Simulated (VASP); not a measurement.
# LiOsRu3 (P4mm) in VASP: a series of runs

Runs on LiOsRu3. Level: PBE. Tasks: single point.

All numbers are computed with VASP 6.6.1; they aren't measurements. Logs are shortened: lines on timing, memory, paths and dates and some standing lists are left out, and cuts for length are marked.

## Step 1: The cell of the first run

It takes space group P4mm (No. 99, tetragonal). Conventional cell: a = 3.879 Å, b = 3.879 Å, c = 5.550 Å, α = 90.00°, β = 90.00°, γ = 90.00°. Within 3.8 Å of Li (site symmetry 4mm) lie 12 Ru at 2.90 to 3.48 Å and 4 Os at 3.05 Å. Within 3.0 Å of Ru (site symmetry 4mm) lie 1 Os at 2.27 Å and 4 Ru at 2.59 Å and 4 Li at 2.90 Å. Ru (site symmetry 2mm) has 2 Os at 2.49 Å and 6 Ru at 2.59 to 2.74 Å and 2 Li at 3.29 Å within 3.3 Å. Os (site symmetry 4mm) has 5 Ru at 2.27 to 2.49 Å within 3.0 Å.

## Step 2: Single point, PBE

INCAR reads:

```
PREC = Accurate ; ENCUT = 520
EDIFF = 1E-7 ; ISMEAR = 0
SIGMA = 0.1 ; LREAL = False
LASPH = True ; NELM = 100
ALGO = Normal ; ISIF = 2
LWAVE = False ; LCHARG = True
GGA = PE ; LELF = True
LVHAR = True ; NBANDS = 34
```

KPOINTS reads:

```
regular mesh
0
Gamma
  4 4 4
```

POSCAR reads:

```
LiOsRu3
1.0
    3.8792624282      0.0000000000      0.0000000000
    0.0000000000      3.8792624282      0.0000000000
    0.0000000000      0.0000000000      5.5495633440
Li Ru Os
1 3 1
Direct
    0.0000000000      0.0000000000     -0.0854519971
    0.5000000000      0.5000000000      1.0836374112
    0.0000000000      0.5000000000      0.3938744576
    0.5000000000      0.0000000000      0.3938744576
    0.5000000000      0.5000000000      0.6740656707
```

Potentials or basis: VASP PAW PBE potentials, release 64 (Li_sv, Ru_pv, Os).

Started as:

```bash
> cat potpaw_PBE.64/Li_sv/POTCAR potpaw_PBE.64/Ru_pv/POTCAR potpaw_PBE.64/Os/POTCAR > POTCAR
> mpirun -np 1 vasp_std > vasp.out
```

OUTCAR:

```text
PREC = Accurate
   ENCUT = 520
   EDIFF = 1E-7
   ISMEAR = 0
   LREAL = False
   LASPH = True
   NELM = 100
   ISIF = 2
   GGA = PE

 ion  position               nearest neighbor table
   1  0.000  0.000  0.915-   2 2.90   2 2.90   2 2.90   2 2.90
   2  0.500  0.500  0.084-   5 2.27   4 2.59   3 2.59   4 2.59   3 2.59   1 2.90   1 2.90   1 2.90
                             1 2.90   5 3.28
   3  0.000  0.500  0.394-   5 2.49   5 2.49   2 2.59   2 2.59   4 2.74   4 2.74   4 2.74   4 2.74

   4  0.500  0.000  0.394-   5 2.49   5 2.49   2 2.59   2 2.59   3 2.74   3 2.74   3 2.74   3 2.74

   5  0.500  0.500  0.674-   2 2.27   3 2.49   4 2.49   4 2.49   3 2.49   2 3.28

  LATTYP: Found a simple tetragonal cell.
 ALAT       =     3.8792624282
 C/A-ratio  =     1.4305717766

  Lattice vectors:

 A1 = (   3.8792624282,   0.0000000000,   0.0000000000)
 A2 = (   0.0000000000,   3.8792624282,   0.0000000000)
 A3 = (   0.0000000000,   0.0000000000,   5.5495633440)

Analysis of symmetry for initial positions (statically):
=====================================================================
 Subroutine PRICEL returns:
 Original cell was already a primitive cell.

 Routine SETGRP: Setting up the symmetry group for a
 simple tetragonal supercell.

 Subroutine GETGRP returns: Found  8 space group operations
 (whereof  8 operations were pure point group operations)
 out of a pool of 16 trial point group operations.

The static configuration has the point symmetry C_4v.

Analysis of symmetry for dynamics (positions and initial velocities):
=====================================================================
 Subroutine PRICEL returns:
 Original cell was already a primitive cell.

 Routine SETGRP: Setting up the symmetry group for a
 simple tetragonal supercell.

 Subroutine GETGRP returns: Found  8 space group operations
 (whereof  8 operations were pure point group operations)
 out of a pool of 16 trial point group operations.

The dynamic configuration has the point symmetry C_4v.

 Subroutine INISYM returns: Found  8 space group operations
 (whereof  8 operations are pure point group operations),
 and found     1 'primitive' translations

----------------------------------------------------------------------------------------

                                     Primitive cell

  volume of cell :      83.5136

  direct lattice vectors                    reciprocal lattice vectors
     3.879262428  0.000000000  0.000000000     0.257780962  0.000000000  0.000000000
     0.000000000  3.879262428  0.000000000     0.000000000  0.257780962  0.000000000
     0.000000000  0.000000000  5.549563344     0.000000000  0.000000000  0.180194357

  length of vectors
     3.879262428  3.879262428  5.549563344     0.257780962  0.257780962  0.180194357

  position of ions in fractional coordinates (direct lattice)
     0.000000000  0.000000000  0.914548003
     0.500000000  0.500000000  0.083637411
     0.000000000  0.500000000  0.393874458
     0.500000000  0.000000000  0.393874458
     0.500000000  0.500000000  0.674065671

  ion indices of the primitive-cell ions
   primitive index   ion index
                 1           1
                 2           2
                 3           3
                 4           4
                 5           5

----------------------------------------------------------------------------------------

 KPOINTS: regular mesh

Automatic generation of k-mesh.
 Grid dimensions read from file:
 generate k-points for:    4    4    4

 Generating k-lattice:

  Cartesian coordinates                     Fractional coordinates (reciprocal lattice)
     0.064445240  0.000000000  0.000000000     0.250000000  0.000000000  0.000000000
     0.000000000  0.064445240  0.000000000     0.000000000  0.250000000  0.000000000
     0.000000000  0.000000000  0.045048589     0.000000000  0.000000000  0.250000000

  Length of vectors
     0.064445240  0.064445240  0.045048589

  Shift w.r.t. Gamma in fractional coordinates (k-lattice)
     0.000000000  0.000000000  0.000000000

 Subroutine IBZKPT returns following result:
 ===========================================

 Found     18 irreducible k-points:

 Following reciprocal coordinates:
            Coordinates               Weight
  0.000000  0.000000  0.000000      1.000000
  0.250000  0.000000  0.000000      4.000000
  0.500000  0.000000  0.000000      2.000000
  0.250000  0.250000  0.000000      4.000000
  0.500000  0.250000  0.000000      4.000000
  0.500000  0.500000  0.000000      1.000000
[... 10 lines left out ...]
  0.500000  0.250000  0.500000      4.000000
  0.500000  0.500000  0.500000      1.000000
   k-points           NKPTS =     18   k-points in BZ     NKDIM =     18   number of bands    NBANDS=     34
   number of dos      NEDOS =    301   number of ions     NIONS =      5
   total plane-waves  NPLWV =  37800
   dimension x,y,z NGX =    30 NGY =   30 NGZ =   42
   dimension x,y,z NGXF=    60 NGYF=   60 NGZF=   84
   ions per type =               1   3   1
   NGX,Y,Z   is equivalent  to a cutoff of  12.86, 12.86, 12.58 a.u.
   NGXF,Y,Z  is equivalent  to a cutoff of  25.71, 25.71, 25.16 a.u.
 SYSTEM =  unknown system
   PREC   = accura    normal or accurate (medium, high low for compatibility)
   ISTART =      0    job   : 0-new  1-cont  2-samecut
   ICHARG =      2    charge: 1-file 2-atom 10-const
   ISPIN  =      1    spin polarized calculation?
   LNONCOLLINEAR =      F non collinear calculations
   LSORBIT =      F    spin-orbit coupling
   LASPH  =      T    aspherical Exc in radial PAW
   ENCUT  =  520.0 eV  38.22 Ry    6.18 a.u.   7.21  7.21 10.32*2*pi/ulx,y,z
   NELM   =    100;   NELMIN=  2; NELMDL= -5     # of ELM steps
   EDIFF  = 0.1E-06   stopping-criterion for ELM
   LREAL  =      F    real-space projection
   EDIFFG = 0.1E-05   stopping-criterion for IOM
   NSW    =      0    number of steps for IOM
   IBRION =     -1    ionic relax: 0-MD 1-quasi-New 2-CG
   NFREE  =      0    steps in history (QN), initial steepest desc. (CG)
   ISIF   =      2    stress and relaxation
   ISYM   =      2    0-nonsym 1-usesym 2-fastsym
   POTIM  = 0.5000    time-step for ionic-motion
   TEBEG  =    0.0;   TEEND  =   0.0 temperature during run
   PSTRESS=    0.0 pullay stress
   NELECT =      53.0000    total number of electrons
   NUPDOWN=      -1.0000    fix difference up-down
   EMIN   =  10.00;   EMAX   =-10.00  energy-range for DOS
   EFERMI =   0.00;   METHOD = LEGACY
   ISMEAR =     0;   SIGMA  =   0.10  broadening in eV -4-tet -1-fermi 0-gaus
   EFERMI_NEDOS =   21; number of points for ismear=-14 and -15
   IALGO  =     38    algorithm
   IMIX   =      4    mixing-type and parameters
     AMIX     =   0.40;   BMIX     =  1.00
     AMIX_MAG =   1.60;   BMIX_MAG =  1.00
  volume/ion in A,a.u.               =      16.70       112.72
  Fermi-wavevector in a.u.,A,eV,Ry     =   1.406850  2.658561 26.929011  1.979226
  Thomas-Fermi vector in A             =   2.529169
   LORBIT       =      0    0 simple, 1 ext, 2 COOP (PROOUT), +10 PAW based schemes
   GGA     = PE    functional components
   LHFCALC =     F    Hartree Fock is set to
   AEXX    =    0.0000 exact exchange contribution
   IVDW    =     0    specifies the selected vdW correction
   LEPSILON=     F    determine dielectric tensor
   LRPA    =     F    only Hartree local field effects (RPA)
 non-spin polarized calculation
 Gauss-broadening in eV      SIGMA  =   0.10
  energy-cutoff  :      520.00
  volume of cell :       83.51
 maximum number of plane-waves:      2272
 NGX is ok and might be reduce to    30
   NGX = 15   NGY = 15   NGZ = 21

 number of electron      52.9999991 magnetization

 Free energy of the ion-electron system (eV)
  ---------------------------------------------------
  ext. energy  EPLUGINS =         0.00000000
  ---------------------------------------------------
  free energy    TOTEN  =       -37.31820077 eV

  energy without entropy =      -37.27357615  energy(sigma->0) =      -37.29588846

 E-fermi :   7.1958     XC(G=0): -11.6624

 val. band max:        7.1902094244   @ k =   0.2500   0.0000   0.2500
 cond. band min:       7.2091744334   @ k =   0.2500   0.0000   0.5000
 fundamental gap:      0.0189650090
 Fermi energy:         7.1957712593

 k-point     1 :       0.0000    0.0000    0.0000
  band No.  band energies     occupation
      1     -38.2753      2.00000
      2     -35.8405      2.00000
      3     -35.8282      2.00000
      4     -35.8282      2.00000
      5     -35.5059      2.00000
      6     -35.4096      2.00000
[... 26 lines left out ...]
     33      10.5143      0.00000
     34      10.8595      0.00000

 k-point     2 :       0.2500    0.0000    0.0000
  band No.  band energies     occupation
      1     -38.2753      2.00000
      2     -35.8785      2.00000
      3     -35.7789      2.00000
      4     -35.7347      2.00000
      5     -35.5486      2.00000
      6     -35.4573      2.00000
[... 26 lines left out ...]
     33      10.1315      0.00000
     34      10.9637      0.00000

 k-point     3 :       0.5000    0.0000    0.0000
  band No.  band energies     occupation
      1     -38.2752      2.00000
      2     -35.8840      2.00000
      3     -35.7079      2.00000
      4     -35.6501      2.00000
      5     -35.5836      2.00000
      6     -35.5064      2.00000
[... 26 lines left out ...]
     33      10.1473      0.00000
     34      10.6874      0.00000
[... 482 lines left out ...]
 k-point    17 :       0.5000    0.2500    0.5000
  band No.  band energies     occupation
      1     -38.2749      2.00000
      2     -36.0275      2.00000
      3     -35.6764      2.00000
      4     -35.6598      2.00000
      5     -35.6424      2.00000
      6     -35.4794      2.00000
[... 26 lines left out ...]
     33       9.1840      0.00000
     34      10.3574      0.00000

 k-point    18 :       0.5000    0.5000    0.5000
  band No.  band energies     occupation
      1     -38.2746      2.00000
      2     -36.1049      2.00000
      3     -35.7442      2.00000
      4     -35.6446      2.00000
      5     -35.6446      2.00000
      6     -35.4375      2.00000
[... 26 lines left out ...]
     33       9.3480      0.00000
     34      10.1203      0.00000

------------------------ aborting loop because EDIFF is reached ----------------------------------------

  FORCE on cell =-STRESS in cart. coord.  units (eV):
  Direction    XX          YY          ZZ          XY          YZ          ZX
  --------------------------------------------------------------------------------------
  -------------------------------------------------------------------------------------
  Total        0.0037224      0.0037224      0.4618980      0.0000000      0.0000000      0.0000000
  in kB        0.0714130      0.0714130      8.8613424      0.0000000      0.0000000      0.0000000
  external PRESSURE =       3.0013895 kB  Pullay stress =       0.0000000 kB

 VOLUME and BASIS-vectors are now :
 -----------------------------------------------------------------------------
  energy-cutoff  :      520.00
  volume of cell :       83.51
      direct lattice vectors                 reciprocal lattice vectors
     3.879262428  0.000000000  0.000000000     0.257780962  0.000000000  0.000000000
     0.000000000  3.879262428  0.000000000     0.000000000  0.257780962  0.000000000
     0.000000000  0.000000000  5.549563344     0.000000000  0.000000000  0.180194357

 POSITION                                       TOTAL-FORCE (eV/Angst)
 -----------------------------------------------------------------------------------
      0.00000      0.00000      5.07534        -0.000000      0.000000     -0.002758
      1.93963      1.93963      0.46415        -0.000000     -0.000000      0.212817
      0.00000      1.93963      2.18583         0.000000     -0.000000     -0.057754
      1.93963      0.00000      2.18583        -0.000000      0.000000     -0.057754
      1.93963      1.93963      3.74077        -0.000000      0.000000     -0.094550
 -----------------------------------------------------------------------------------
    total drift:                                0.000000      0.000000      0.000642

  FREE ENERGIE OF THE ION-ELECTRON SYSTEM (eV)
  ---------------------------------------------------
  free  energy   TOTEN  =       -37.3182007704 eV

  energy  without entropy=      -37.2735761465  energy(sigma->0) =      -37.29588846
```

It took 54 s on 1 thread of Oxide Virtual Turin-like, shared host; peak memory 0.18 GiB.

What came out:

```
Free energy   : -37.3182 eV
Largest force : 0.213 eV/Å
```

Forces on the atoms (eV/Å):
```
Li   0.000  0.000 -0.003
Ru   0.000  0.000  0.213
Ru   0.000  0.000 -0.058
Ru   0.000  0.000 -0.058
Os   0.000  0.000 -0.095
```

Caveat: the k points lie up to 0.40 Å⁻¹ apart; the cutoff is under 1.25 times the usual one of these potentials, so pressure, stress and relaxed cells hold a basis-set (Pulay) error; spin-orbit coupling is left out, which moves the levels of the heavy elements.

## Step 3: Single point, PBE

This run uses another cell than the first one, of 16.75 Å³/atom, 1.003 times its volume.

INCAR reads:

```
SYSTEM = LiOsRu3
  PREC = Accurate
  ENCUT = 520
  EDIFF = 1E-6
  ISMEAR = 0
  SIGMA = 0.1
  LREAL = .False.
  LASPH = .True.
  NELM = 60
  ALGO = Fast
  ISIF = 2
  LWAVE = .False.
  LCHARG = .True.
  GGA = PE
  LELF = .True.
  LVHAR = .True.
  NBANDS = 34
```

KPOINTS reads:

```
regular mesh
0
Gamma
  10 10 8
  0 0 0
```

POSCAR reads:

```
LiOsRu3
1.0
    3.8853939565      0.0000000000      0.0000000000
    0.0000000000      3.8853939565      0.0000000000
    0.0000000000      0.0000000000      5.5461992809
Li Ru Os
1 3 1
Direct
    0.0000000000      0.0000000000      0.9116702403
    0.5000000000      0.5000000000      0.0831264345
    0.0000000000      0.5000000000      0.3953205946
    0.5000000000      0.0000000000      0.3953205946
    0.5000000000      0.5000000000      0.6745621359
```

Potentials or basis: VASP PAW PBE potentials, release 64 (Li_sv, Ru_pv, Os).

Started as:

```bash
> cat potpaw_PBE.64/Li_sv/POTCAR potpaw_PBE.64/Ru_pv/POTCAR potpaw_PBE.64/Os/POTCAR > POTCAR
> mpirun -np 1 vasp_std > vasp.out
```

Wall time 8.4 min (1 thread of Oxide Virtual Turin-like, shared host); peak memory 0.36 GiB.

It converged, with:

- Free energy: -37.1945 eV
- Largest force: 0.190 eV/Å

Forces in eV/Å, atoms in the order of the input:
```
Li   0.000  0.000 -0.004
Ru   0.000  0.000  0.190
Ru   0.000  0.000 -0.050
Ru   0.000  0.000 -0.050
Os   0.000  0.000 -0.087
```

Levels at points of the mesh, in eV from the Fermi level:
```
           k point  band 23  band 24  band 25  band 26  band 27  band 28  band 29  band 30  band 31  band 32
(0.00, 0.00, 0.00)    -0.80    -0.77    -0.77    -0.58     0.29     1.56     1.65     1.92     2.89     3.30
(0.50, 0.00, 0.00)    -1.29    -1.20    -0.98    -0.63    -0.53    -0.05     0.58     0.67     1.13     2.71
(0.50, 0.50, 0.00)    -0.75    -0.75    -0.33    -0.01    -0.01     0.08     0.60     1.06     2.43     2.81
(0.00, 0.00, 0.50)    -1.42    -0.91    -0.91     0.12     0.17     0.17     0.29     1.92     1.96     2.27
(0.50, 0.00, 0.50)    -2.51    -1.78    -0.72    -0.09    -0.05     0.22     0.37     0.93     1.42     1.58
(0.50, 0.50, 0.50)    -1.34    -1.34    -0.57    -0.14     0.07     0.72     0.92     0.92     2.01     2.16
```

Caveat: the cutoff is under 1.25 times the usual one of these potentials, so pressure, stress and relaxed cells hold a basis-set (Pulay) error; spin-orbit coupling is left out, which moves the levels of the heavy elements.
